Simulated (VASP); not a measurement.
A run of VASP 6.6.1 is set up as follows.

The input INCAR:

```
  ALGO = Normal
  EDIFF = 1E-6
  ENCUT = 520
  GGA = PE
  ISIF = 2
  ISMEAR = -1
  LASPH = T
  LCHARG = T
  LELF = T
  LREAL = F
  LVHAR = T
  LWAVE = F
  NBANDS = 13
  NELM = 100
  PREC = Accurate
  SIGMA = 0.1
```

Contents of KPOINTS:

```
k-points
0
Gamma
  15 15 15
```

File POSCAR:

```
Pb
1.0
   -1.8430288321      1.8430288321      1.8430288321
    1.8430288321     -1.8430288321      1.8430288321
    1.8430288321      1.8430288321     -1.8430288321
Pb
1
Direct
    0.0000000000      0.0000000000      0.0000000000
```

Potentials or basis: VASP PAW PBE potentials, release 64 (Pb_d).

Command:

```sh
$ cat potpaw_PBE.64/Pb_d/POTCAR > POTCAR
$ mpirun -np 1 vasp_std > vasp.out
```

Task: Estimate the pressure.

Result: 16.9 GPa.

Task: Predict the band gap on the k mesh.

Result: Zero (band 7 reaches 19.19 eV, above the bottom of band 8 at 7.04 eV).

Caveat: spin-orbit coupling is left out, which moves the levels of the heavy elements.
